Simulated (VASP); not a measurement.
# BaTiO3 (R3m) in VASP: single point with r2SCAN

Aim: the single point of BaTiO3 with r2SCAN.

Everything below comes from runs of VASP 6.6.1. Logs are shortened: lines on timing, memory, paths and dates and some standing lists are left out, and cuts for length are marked.

## 1. The cell of the first run

It takes space group R3m (No. 160, trigonal). The conventional cell has a = 5.706 Å, b = 5.706 Å, c = 7.017 Å, α = 90.00°, β = 90.00°, γ = 120.00°. Within 3.7 Å of Ba (site symmetry 3m) lie 12 O at 2.80 to 2.93 Å and 8 Ti at 3.42 to 3.59 Å. Ti (site symmetry 3m) has 6 O at 1.90 to 2.15 Å within 2.5 Å. Within 2.5 Å of O (site symmetry m) lie 2 Ti at 1.90 to 2.15 Å. O (site symmetry m) has 2 Ti at 1.90 to 2.15 Å within 2.5 Å.

## 2. Single point, r2SCAN

The input, POSCAR:

```
BaTiO3
1.0
    4.0401405200      0.0000000000      0.0000000000
    0.0112820400      4.0401203400      0.0000000000
    0.0225640800      0.0225035300      8.0802205000
Ba Ti O
2 2 6
Direct
    0.0000000000      0.0000000000      0.0000000000
    0.0000000000      0.0000000000      0.5000000000
    0.4880000000      0.4880000000      0.2440000000
    0.4880000000      0.4880000000      0.7440000000
    0.5116000000      0.5116000000      0.0097500000
    0.5116000000      0.5116000000      0.5097500000
    0.0195000000      0.5116000000      0.2558000000
    0.0195000000      0.5116000000      0.7558000000
    0.5116000000      0.0195000000      0.2558000000
    0.5116000000      0.0195000000      0.7558000000
```

The input, INCAR.step1:

```
SYSTEM = BaTiO3
PREC = Accurate
ENCUT = 520
ISMEAR = -1
SIGMA = 0.1
LREAL = .False.
LASPH = .True.
NELM = 80
NBANDS = 51
GGA = PE
ALGO = Normal
EDIFF = 1E-4
LWAVE = .True.
LCHARG = .False.
```

The input, INCAR.step2:

```
SYSTEM = BaTiO3
PREC = Accurate
ENCUT = 520
EDIFF = 1E-7
ISMEAR = -1
SIGMA = 0.1
LREAL = .False.
LASPH = .True.
NELM = 80
ALGO = Normal
ISIF = 2
LWAVE = .False.
LCHARG = .True.
METAGGA = R2SCAN
LMIXTAU = .True.
LELF = .True.
LVHAR = .True.
NBANDS = 51
ISTART = 1
```

The input, KPOINTS:

```
Automatic mesh
0
Gamma
  6 6 3
  0 0 0
```

Potentials or basis: VASP PAW PBE potentials, release 64 (Ba_sv, Ti_sv, O).

On the command line:

```sh
> cat potpaw_PBE.64/Ba_sv/POTCAR potpaw_PBE.64/Ti_sv/POTCAR potpaw_PBE.64/O/POTCAR > POTCAR
> cp INCAR.step1 INCAR
> mpirun -np 1 vasp_std > vasp.out
> cp INCAR.step2 INCAR
> mpirun -np 1 vasp_std > vasp.out
```

OUTCAR:

```text
SYSTEM = BaTiO3
   PREC = Accurate
   ENCUT = 520
   EDIFF = 1E-7
   ISMEAR = -1
   LREAL = .False.
   LASPH = .True.
   NELM = 80
   ISIF = 2
   METAGGA = R2SCAN
   ISTART = 1

 ion  position               nearest neighbor table
   1  0.000  0.000  0.000-   5 2.80   8 2.80  10 2.80   8 2.85   5 2.85   5 2.85   7 2.85  10 2.85
                             9 2.85   5 2.93   7 2.93   9 2.93   3 3.42   3 3.47   4 3.47   3 3.47
   2  0.000  0.000  0.500-   6 2.80   7 2.80   9 2.80   7 2.85   6 2.85   6 2.85   8 2.85   9 2.85
                            10 2.85   6 2.93   8 2.93  10 2.93   4 3.42   4 3.47   3 3.47   4 3.47
   3  0.488  0.488  0.244-   9 1.90   7 1.90   5 1.90   9 2.15   7 2.15   6 2.15   1 3.42   1 3.47
                             2 3.47   1 3.47   1 3.52   2 3.52   2 3.52   2 3.59
   4  0.488  0.488  0.744-  10 1.90   8 1.90   6 1.90  10 2.15   8 2.15   5 2.15   2 3.42   2 3.47
                             1 3.47   2 3.47   2 3.52   1 3.52   1 3.52   1 3.59
   5  0.512  0.512  0.010-   3 1.90   4 2.15   1 2.80   1 2.85   1 2.85   1 2.93
   6  0.512  0.512  0.510-   4 1.90   3 2.15   2 2.80   2 2.85   2 2.85   2 2.93
   7  0.020  0.512  0.256-   3 1.90   3 2.15   2 2.80   2 2.85   1 2.85   1 2.93
   8  0.020  0.512  0.756-   4 1.90   4 2.15   1 2.80   1 2.85   2 2.85   2 2.93
   9  0.512  0.020  0.256-   3 1.90   3 2.15   2 2.80   2 2.85   1 2.85   1 2.93
  10  0.512  0.020  0.756-   4 1.90   4 2.15   1 2.80   1 2.85   2 2.85   2 2.93

  LATTYP: Found a base centered monoclinic cell.
 ALAT       =     5.7215904364
 B/A-ratio  =     0.9972113980
 C/A-ratio  =     1.4122442756
 COS(beta)  =    -0.0039438767

  Lattice vectors:

 A1 = (  -4.0401405200,   0.0000000000,   0.0000000000)
 A2 = (  -0.0112820400,  -4.0401203400,   0.0000000000)
 A3 = (   0.0225640800,   0.0225035300,   8.0802205000)

Analysis of symmetry for initial positions (statically):
=====================================================================
 Subroutine PRICEL returns following result:

  LATTYP: Found a trigonal (rhomboedric) cell.
 ALAT       =     4.0401416706
 COS(alpha) =     0.0027924862

  Lattice vectors:

 A1 = (   4.0401405200,   0.0000000000,   0.0000000000)
 A2 = (   0.0112820400,   4.0401203400,   0.0000000000)
 A3 = (   0.0112820400,   0.0112517650,   4.0401102500)

   2 primitive cells build up your supercell.

 Routine SETGRP: Setting up the symmetry group for a
 base centered monoclinic supercell.

 Subroutine GETGRP returns: Found  2 space group operations
 (whereof  2 operations were pure point group operations)
 out of a pool of  4 trial point group operations.

The static configuration has the point symmetry C_1h.

Analysis of symmetry for dynamics (positions and initial velocities):
=====================================================================
 Subroutine PRICEL returns following result:

  LATTYP: Found a trigonal (rhomboedric) cell.
 ALAT       =     4.0401416706
 COS(alpha) =     0.0027924862

  Lattice vectors:

 A1 = (   4.0401405200,   0.0000000000,   0.0000000000)
 A2 = (   0.0112820400,   4.0401203400,   0.0000000000)
 A3 = (   0.0112820400,   0.0112517650,   4.0401102500)

   2 primitive cells build up your supercell.

 Routine SETGRP: Setting up the symmetry group for a
 base centered monoclinic supercell.

 Subroutine GETGRP returns: Found  2 space group operations
 (whereof  2 operations were pure point group operations)
 out of a pool of  4 trial point group operations.

The dynamic configuration has the point symmetry C_1h.

 Subroutine INISYM returns: Found  2 space group operations
 (whereof  2 operations are pure point group operations),
 and found     2 'primitive' translations

----------------------------------------------------------------------------------------

                                     Primitive cell

  volume of cell :      65.9453

  direct lattice vectors                    reciprocal lattice vectors
     4.040140520  0.000000000  0.000000000     0.247516143 -0.000691189 -0.000689266
     0.011282040  4.040120340  0.000000000     0.000000000  0.247517380 -0.000689339
     0.011282040  0.011251765  4.040110250     0.000000000  0.000000000  0.247517998

  length of vectors
     4.040140520  4.040136093  4.040141671     0.247518068  0.247518340  0.247517998

  position of ions in fractional coordinates (direct lattice)
     0.000000000  0.000000000  0.000000000
     0.488000000  0.488000000  0.488000000
     0.511600000  0.511600000  0.019500000
     0.019500000  0.511600000  0.511600000
     0.511600000  0.019500000  0.511600000

  ion indices of the primitive-cell ions
   primitive index   ion index
                 1           1
                 2           3
                 3           5
                 4           8
                 5          10

----------------------------------------------------------------------------------------

 KPOINTS: Automatic mesh

Automatic generation of k-mesh.
 Grid dimensions read from file:
 generate k-points for:    6    6    3

 Generating k-lattice:

  Cartesian coordinates                     Fractional coordinates (reciprocal lattice)
     0.041252691 -0.000115198 -0.000114878     0.166666667  0.000000000 -0.000000000
     0.000000000  0.041252897 -0.000114890     0.000000000  0.166666667  0.000000000
     0.000000000  0.000000000  0.041253000     0.000000000  0.000000000  0.333333333

  Length of vectors
     0.041253011  0.041253057  0.041253000

  Shift w.r.t. Gamma in fractional coordinates (k-lattice)
     0.000000000  0.000000000  0.000000000

 -----------------------------------------------------------------------------
|                                                                             |
|           W    W    AA    RRRRR   N    N  II  N    N   GGGG   !!!           |
|           W    W   A  A   R    R  NN   N  II  NN   N  G    G  !!!           |
|           W    W  A    A  R    R  N N  N  II  N N  N  G       !!!           |
|           W WW W  AAAAAA  RRRRR   N  N N  II  N  N N  G  GGG   !            |
|           WW  WW  A    A  R   R   N   NN  II  N   NN  G    G                |
|           W    W  A    A  R    R  N    N  II  N    N   GGGG   !!!           |
|                                                                             |
|     Your reciprocal lattice and k-lattice belong to different lattice       |
|     classes:                                                                |
|                                                                             |
|        The reciprocal lattice is base-centered monoclinic,                  |
|        whereas your k-lattice is rhombohedral (trigonal).                   |
|                                                                             |
|     Results are often still useful ...                                      |
|                                                                             |
 -----------------------------------------------------------------------------

 Subroutine IBZKPT returns following result:
 ===========================================

 Found     34 irreducible k-points:

 Following reciprocal coordinates:
            Coordinates               Weight
  0.000000  0.000000  0.000000      1.000000
  0.166667  0.000000  0.000000      4.000000
  0.333333  0.000000  0.000000      4.000000
  0.500000  0.000000  0.000000      2.000000
  0.166667  0.166667  0.000000      2.000000
  0.333333  0.166667  0.000000      4.000000
[... 16 lines left out ...]
 -0.333333  0.166667  0.333333      4.000000
 -0.166667  0.166667  0.333333      4.000000
 [... further k-points ...]
   k-points           NKPTS =     34   k-points in BZ     NKDIM =     34   number of bands    NBANDS=     51
   number of dos      NEDOS =    301   number of ions     NIONS =     10
   total plane-waves  NPLWV =  54000
   dimension x,y,z NGX =    30 NGY =   30 NGZ =   60
   dimension x,y,z NGXF=    60 NGYF=   60 NGZF=  120
   ions per type =               2   2   6
   NGX,Y,Z   is equivalent  to a cutoff of  12.34, 12.34, 12.34 a.u.
   NGXF,Y,Z  is equivalent  to a cutoff of  24.69, 24.69, 24.69 a.u.
 SYSTEM =  BaTiO3
   PREC   = accura    normal or accurate (medium, high low for compatibility)
   ISTART =      1    job   : 0-new  1-cont  2-samecut
   ICHARG =      0    charge: 1-file 2-atom 10-const
   ISPIN  =      1    spin polarized calculation?
   LNONCOLLINEAR =      F non collinear calculations
   LSORBIT =      F    spin-orbit coupling
   LASPH  =      T    aspherical Exc in radial PAW
   ENCUT  =  520.0 eV  38.22 Ry    6.18 a.u.   7.51  7.51 15.02*2*pi/ulx,y,z
   NELM   =     80;   NELMIN=  2; NELMDL=  0     # of ELM steps
   EDIFF  = 0.1E-06   stopping-criterion for ELM
   LREAL  =      F    real-space projection
   EDIFFG = 0.1E-05   stopping-criterion for IOM
   NSW    =      0    number of steps for IOM
   IBRION =     -1    ionic relax: 0-MD 1-quasi-New 2-CG
   NFREE  =      0    steps in history (QN), initial steepest desc. (CG)
   ISIF   =      2    stress and relaxation
   ISYM   =      2    0-nonsym 1-usesym 2-fastsym
   POTIM  = 0.5000    time-step for ionic-motion
   TEBEG  =    0.0;   TEEND  =   0.0 temperature during run
   PSTRESS=    0.0 pullay stress
   NELECT =      80.0000    total number of electrons
   NUPDOWN=      -1.0000    fix difference up-down
   EMIN   =  10.00;   EMAX   =-10.00  energy-range for DOS
   EFERMI =   0.00;   METHOD = LEGACY
   ISMEAR =    -1;   SIGMA  =   0.10  broadening in eV -4-tet -1-fermi 0-gaus
   EFERMI_NEDOS =   21; number of points for ismear=-14 and -15
   IALGO  =     38    algorithm
   IMIX   =      4    mixing-type and parameters
     AMIX     =   0.40;   BMIX     =  1.00
     AMIX_MAG =   1.60;   BMIX_MAG =  1.00
  volume/ion in A,a.u.               =      13.19        89.00
  Fermi-wavevector in a.u.,A,eV,Ry     =   1.385799  2.618780 26.129148  1.920438
  Thomas-Fermi vector in A             =   2.510175
   LORBIT       =      0    0 simple, 1 ext, 2 COOP (PROOUT), +10 PAW based schemes
   METAGGA = R2SCAN    functional components
   LHFCALC =     F    Hartree Fock is set to
   AEXX    =    0.0000 exact exchange contribution
   IVDW    =     0    specifies the selected vdW correction
   LEPSILON=     F    determine dielectric tensor
   LRPA    =     F    only Hartree local field effects (RPA)
 non-spin polarized calculation
  energy-cutoff  :      520.00
  volume of cell :      131.89
 maximum number of plane-waves:      3591
   NGX = 15   NGY = 15   NGZ = 31

 number of electron      79.9999997 magnetization

 Free energy of the ion-electron system (eV)
  ---------------------------------------------------
  ext. energy  EPLUGINS =         0.00000000
  ---------------------------------------------------
  free energy    TOTEN  =      -148.54249408 eV

  energy without entropy =     -148.54249268  energy(sigma->0) =     -148.54249338

 E-fermi :   4.6164     XC(G=0): -11.7432

 val. band max:        3.2632472747   @ k =   0.5000   0.5000   0.0000
 cond. band min:       5.9191360460   @ k =   0.0000   0.0000   0.0000
 fundamental gap:      2.6558887714
 Fermi energy:         4.6164376370

 k-point     1 :       0.0000    0.0000    0.0000
  band No.  band energies     occupation
      1     -55.4033      2.00000
      2     -55.4024      2.00000
      3     -30.6355      2.00000
      4     -30.5858      2.00000
      5     -30.5836      2.00000
      6     -30.5836      2.00000
[... 43 lines left out ...]
     50       8.8556      0.00000
     51       8.8557      0.00000
[... 1240 lines left out ...]
     50       9.7388      0.00000
     51      10.1722      0.00000

 [... further k-points ...]

------------------------ aborting loop because EDIFF is reached ----------------------------------------

  FORCE on cell =-STRESS in cart. coord.  units (eV):
  Direction    XX          YY          ZZ          XY          YZ          ZX
  --------------------------------------------------------------------------------------
  -------------------------------------------------------------------------------------
  Total       -0.9520734     -0.9522722     -0.9527603      0.0359735      0.0357232      0.0358540
  in kB      -11.5655694    -11.5679844    -11.5739146      0.4369976      0.4339571      0.4355460
  external PRESSURE =     -11.5691561 kB  Pullay stress =       0.0000000 kB

 VOLUME and BASIS-vectors are now :
 -----------------------------------------------------------------------------
  energy-cutoff  :      520.00
  volume of cell :      131.89
      direct lattice vectors                 reciprocal lattice vectors
     4.040140520  0.000000000  0.000000000     0.247516143 -0.000691189 -0.000689266
     0.011282040  4.040120340  0.000000000     0.000000000  0.247517380 -0.000689339
     0.022564080  0.022503530  8.080220500     0.000000000  0.000000000  0.123758999

 POSITION                                       TOTAL-FORCE (eV/Angst)
 -----------------------------------------------------------------------------------
      0.00000      0.00000      0.00000         0.007699      0.007678      0.007654
      0.01128      0.01125      4.04011         0.007699      0.007678      0.007654
      1.98260      1.97707      1.97157        -0.082340     -0.082110     -0.081861
      1.99388      1.98832      6.01168        -0.082340     -0.082110     -0.081861
      2.07293      2.06714      0.07878        -0.020860     -0.020802      0.116467
      2.08421      2.07840      4.11889        -0.020860     -0.020802      0.116467
      0.09033      2.07268      2.06692         0.116363     -0.021187     -0.021130
      0.10161      2.08393      6.10703         0.116363     -0.021187     -0.021130
      2.07293      0.08454      2.06692        -0.020862      0.116422     -0.021130
      2.08421      0.09579      6.10703        -0.020862      0.116422     -0.021130
 -----------------------------------------------------------------------------------
    total drift:                                0.000750      0.000590      0.000668

  FREE ENERGIE OF THE ION-ELECTRON SYSTEM (eV)
  ---------------------------------------------------
  free  energy   TOTEN  =      -148.5424940783 eV

  energy  without entropy=     -148.5424926761  energy(sigma->0) =     -148.54249338
```

It took 25 min on 1 thread of Oxide Virtual Turin-like, shared host; peak memory 0.33 GiB.

Results:

```
Free energy            : -148.5425 eV
Pressure               : -1.2 GPa
Largest force          : 0.142 eV/Å
Band gap on the k mesh : 2.66 eV
```

Forces on the atoms (eV/Å):
```
Ba   0.008  0.008  0.008
Ba   0.008  0.008  0.008
Ti  -0.082 -0.082 -0.082
Ti  -0.082 -0.082 -0.082
O   -0.021 -0.021  0.116
O   -0.021 -0.021  0.116
O    0.116 -0.021 -0.021
O    0.116 -0.021 -0.021
O   -0.021  0.116 -0.021
O   -0.021  0.116 -0.021
```

Caveat: the PAW data sets were made with another functional, which shifts forces and pressure a little; spin-orbit coupling is left out, which moves the levels of the heavy elements.
